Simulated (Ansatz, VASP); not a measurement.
## Two plane-wave programs on MoS2

```
Mo S
1.0
    -3.18463    0.00000    0.00000
     0.00000    5.51594    0.00000
     1.59232   -2.75797  -17.33492
Mo S
2 4
Direct
  0.99957 0.99957 0.99914
  0.50043 0.50043 0.00086
  0.95463 0.28403 0.90925
  0.45522 0.79248 0.91044
  0.54537 0.87478 0.09075
  0.04478 0.38204 0.08956
```

Change from the starting cell: mode 9 frozen in at +0.000 Å and mode 15 at -0.024 Å (largest displacements).

Alike in both runs: task single point; functional PBE; k mesh 8 × 8 × 8; occupations gaussian, width 0.05 eV; no spin polarisation.

```csv
,VASP,Ansatz
version,VASP 6.6.1,Ansatz 0.2.0
potentials or method,"VASP PAW PBE potentials, release 64 (Mo_sv, S), cutoff 520 eV","scalar-relativistic, plane waves, PAW"
valence electrons in the cell,52,52
```

Ansatz gave:

```
gap on the k mesh at the Fermi level (eV) : 1.71
least direct gap on the mesh (eV)         : 1.78
rms of the force components (eV/Å)        : 0.309
```

Task: Which values does VASP return?

Result: gap on the k mesh at the Fermi level (eV): 1.72; least direct gap on the mesh (eV): 1.78; rms of the force components (eV/Å): 0.307.

Atom by atom the forces differ by 0.006 eV/Å (rms over components). The functional is the same, so the differences come from potentials, cutoffs and numerics.
